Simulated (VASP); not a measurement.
Input of a VASP 6.6.1 run:

File POSCAR:

```
Ge
1.0
    0.0000000000      2.8367484092      2.8367484092
    2.8367484092      0.0000000000      2.8367484092
    2.8367484092      2.8367484092      0.0000000000
Ge
2
Direct
    0.5000000000      0.5000000000      0.5000000000
    0.7500000000      0.7500000000      0.7500000000
```

The input INCAR.step1:

```
  PREC = Accurate
  ENCUT = 520
  ISMEAR = 0
  SIGMA = 0.05
  LREAL = False
  LASPH = True
  NELM = 80
  NBANDS = 21
  GGA = PE
  ALGO = Normal
  EDIFF = 1E-4
  LWAVE = True
  LCHARG = False
```

The input INCAR.step2:

```
  PREC = Accurate
  ENCUT = 520
  EDIFF = 1E-7
  ISMEAR = 0
  SIGMA = 0.05
  LREAL = False
  LASPH = True
  NELM = 80
  ALGO = Normal
  ISIF = 2
  LWAVE = False
  LCHARG = True
  METAGGA = R2SCAN
  LMIXTAU = True
  LELF = True
  LVHAR = True
  NBANDS = 21
  ISTART = 1
```

KPOINTS

```
Automatic mesh
0
Gamma
  12 12 12
```

Potentials or basis: VASP PAW PBE potentials, release 64 (Ge_d).

Run with:

```console
$ cat potpaw_PBE.64/Ge_d/POTCAR > POTCAR
$ cp INCAR.step1 INCAR
$ mpirun -np 1 vasp_std > vasp.out
$ cp INCAR.step2 INCAR
$ mpirun -np 1 vasp_std > vasp.out
```

Task: Predict the pressure.

Result: 0.1 GPa.

Task: Predict the band gap on the k mesh.

Result: 0.32 eV, direct.

Caveat: the PAW data sets were made with another functional, which shifts forces and pressure a little. A k mesh can miss the band edges.
